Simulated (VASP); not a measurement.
Write the native input for VASP 6.6.1 that does the following.

* Task: single point
* Functional: PBE
* Potentials or basis: VASP PAW PBE potentials, release 64 (B, P)
* Cutoff: 520 eV
* k mesh: 12 × 12 × 12
* Occupations: gaussian, width 0.05 eV
* Spin: no spin polarisation
* Dipole correction: no
* Further INCAR settings: ALGO = Normal; EDIFF = 1e-07; NBANDS = 11

The structure of BP lies in POSCAR:

```
BP
1.0
    0.0000000000      2.2140017986      2.3048113664
    2.3048113664      0.0000000000      2.3048113664
    2.3048113664      2.2140017986      0.0000000000
B P
1 1
Direct
    0.0000000000      0.0000000000      0.0000000000
    0.7500000000      0.7500000000      0.7500000000
```

These files were run (other wordings do the same):

INCAR

```
PREC     = Accurate       # precision mode
ENCUT    = 520            # plane-wave cutoff, eV
EDIFF    = 1E-7           # SCF threshold, eV
ISMEAR   = 0              # smearing method
SIGMA    = 0.05           # smearing width, eV
LREAL    = F              # projectors in reciprocal space
LASPH    = T              # aspherical terms in the spheres
NELM     = 80             # most SCF steps
ALGO     = Normal         # electronic algorithm
ISIF     = 2              # what is computed and relaxed
LWAVE    = F              # write WAVECAR
LCHARG   = F              # write CHGCAR
GGA      = PE             # functional
NBANDS   = 11             # bands
```

KPOINTS

```
Automatic mesh
0
Gamma
  12 12 12
```

Potentials or basis: VASP PAW PBE potentials, release 64 (B, P).

Command:

```sh
$ cat potpaw_PBE.64/B/POTCAR potpaw_PBE.64/P/POTCAR > POTCAR
$ mpirun -np 1 vasp_std > vasp.out
```

It gave:

```json
{
  "Pressure": "-0.2 GPa",
  "Band gap on the k mesh": "0.65 eV (least direct gap 2.99 eV)"
}
```

Wall time 32 s on 1 thread of Intel Xeon 8259CL, with other jobs on the host, peak memory 0.17 GiB.
